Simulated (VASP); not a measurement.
A run of VASP 6.6.1 is set up as follows.

The input INCAR:

```
  PREC = Accurate
  ENCUT = 520
  EDIFF = 1E-6
  ISMEAR = -1
  SIGMA = 0.08
  LREAL = False
  LASPH = True
  NELM = 80
  ALGO = Normal
  ISIF = 2
  LWAVE = False
  LCHARG = False
  GGA = PE
  NBANDS = 17
```

The input KPOINTS:

```
regular mesh
0
Gamma
  10 10 5
```

POSCAR

```
Sr
1.0
    4.2810731731      0.0000000000      0.0000000000
   -2.1405365866      3.7075181234      0.0000000000
    0.0000000000      0.0000000000      7.0026831381
Sr
2
Direct
    0.3333333333      0.6666666667      0.2500000000
    0.6666666667      0.3333333333      0.7500000000
```

Potentials or basis: VASP PAW PBE potentials, release 64 (Sr_sv).

Launch:

```sh
$ cat potpaw_PBE.64/Sr_sv/POTCAR > POTCAR
$ mpirun -np 1 vasp_std > vasp.out
```

(1) What does it give for the pressure?

(2) Estimate the band gap on the k mesh.

## Answers

(1) -0.1 GPa.

(2) zero (band 10 reaches 1.68 eV, above the bottom of band 11 at 1.55 eV).
